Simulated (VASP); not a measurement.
Set up this calculation in VASP 6.6.1, as the native input.

* Task: relaxation of cell and atoms
* Functional: PBE
* Potentials or basis: VASP PAW PBE potentials, release 64 (Hf_pv, Si)
* Cutoff: 600 eV
* k mesh: 12 × 12 × 12
* Occupations: gaussian, width 0.1 eV
* Spin: no spin polarisation
* Dipole correction: no
* Further INCAR settings: ALGO = Normal; EDIFF = 1e-07; IBRION = 2; EDIFFG = -0.01; NSW = 100; ISIF = 3

The structure of HfSi3 lies in POSCAR:

```
HfSi3
1.0
    3.9235526600      0.0000000000      0.0000000000
    0.0000000000      3.9235526600      0.0000000000
    0.0000000000      0.0000000000      3.9235526600
Hf Si
1 3
Direct
    0.0000000000      0.0000000000      0.0000000000
    0.0000000000      0.5000000000      0.5000000000
    0.5000000000      0.0000000000      0.5000000000
    0.5000000000      0.5000000000      0.0000000000
```

The cell was built from a structure type or drawn by symmetry, and may not be a known phase.

These files were run (other wordings do the same):

INCAR

```
SYSTEM = HfSi3
PREC = Accurate
ENCUT = 600
EDIFF = 1E-7
ISMEAR = 0
SIGMA = 0.1
LREAL = .False.
LASPH = .True.
NELM = 60
ALGO = Normal
ISIF = 3
LWAVE = .False.
LCHARG = .False.
GGA = PE
IBRION = 2
NSW = 100
EDIFFG = -0.01
```

KPOINTS

```
Automatic mesh
0
Gamma
  12 12 12
  0 0 0
```

Potentials or basis: VASP PAW PBE potentials, release 64 (Hf_pv, Si).

The run is started by

```console
$ cat potpaw_PBE.64/Hf_pv/POTCAR potpaw_PBE.64/Si/POTCAR > POTCAR
$ mpirun -np 1 vasp_std > vasp.out
```

Results of the run:

- Relaxed volume: 15.66 Å³/atom
- Relaxed cell: a = 3.971 Å, b = 3.971 Å, c = 3.971 Å, α = 90.00°, β = 90.00°, γ = 90.00°
- Space group after relaxing (to 0.1 Å): Pm-3m (No. 221)
- Energy gained by relaxing: 7.7 meV/atom
- Ionic steps: 3
- Pressure after relaxing: 0.0 GPa
- Band gap on the k mesh: zero (bands 11 and 12 overlap by 1.90 eV)

Caveat: spin-orbit coupling is left out, which moves the levels of the heavy elements.

Run time: 3.1 min on 1 thread of Intel Xeon 8259CL (shared host), peak memory 0.25 GiB.
